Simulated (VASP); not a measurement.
Zr2B: single point with PBE

Zr2B:

```
CELL_PARAMETERS angstrom
0.00000 3.10768 3.10768
3.10768 0.00000 3.10768
3.10768 3.10768 0.00000
ATOMIC_POSITIONS crystal
Zr 0.75000 0.75000 0.75000
Zr 0.00000 0.00000 0.00000
B 0.25000 0.25000 0.25000
```

| Property | Result |
| --- | --- |
| Program | VASP 6.6.1 |
| Task | single point |
| Functional | PBE |
| Potentials or basis | VASP PAW PBE potentials, release 64 (Zr_sv, B) |
| Cutoff | 520 eV |
| k mesh | 14 × 14 × 14 |
| Occupations | gaussian, width 0.1 eV |
| Spin | collinear spin, ferromagnetic start |
| Starting moments | [0.98, 0.78, 0.0] μB |
| Dipole correction | no |
| Further INCAR settings | ALGO = Fast; EDIFF = 1e-06; NBANDS = 24 |

```yaml
Pressure: 0.1 GPa
Net_moment: 2.45 μB per cell
Site_moments: Zr +1.09, +0.86; B -0.08 μB
Valence_electrons_inside_the_program's_atomic_spheres: Zr 10.04, 10.14; B 1.52
```

Levels at points of the mesh, in eV from the Fermi level:
Spin up:
```csv
k point,band 12,band 13,band 14,band 15,band 16,band 17,band 18,band 19
"(0.00, 0.00, 0.00)",-1.81,-1.61,-1.61,0.41,0.41,0.41,2.48,5.03
"(0.50, 0.00, 0.00)",-2.62,-1.01,-1.01,-0.50,2.33,2.33,2.82,3.49
"(0.50, 0.50, 0.00)",-1.38,-1.38,-0.74,0.48,0.48,0.94,1.30,2.77
```
Spin down:
```csv
k point,band 10,band 11,band 12,band 13,band 14,band 15
"(0.00, 0.00, 0.00)",-1.31,-1.31,-1.31,-0.90,-0.90,1.41
"(0.50, 0.00, 0.00)",-3.00,-2.23,-2.23,0.13,0.13,0.76
"(0.50, 0.50, 0.00)",-2.83,-0.78,-0.78,-0.63,0.33,1.26
```

Wall time 3.2 min on 1 thread of Intel(R) Xeon(R) 6975P-C (Granite Rapids), with other jobs on the host, peak memory 0.38 GiB.
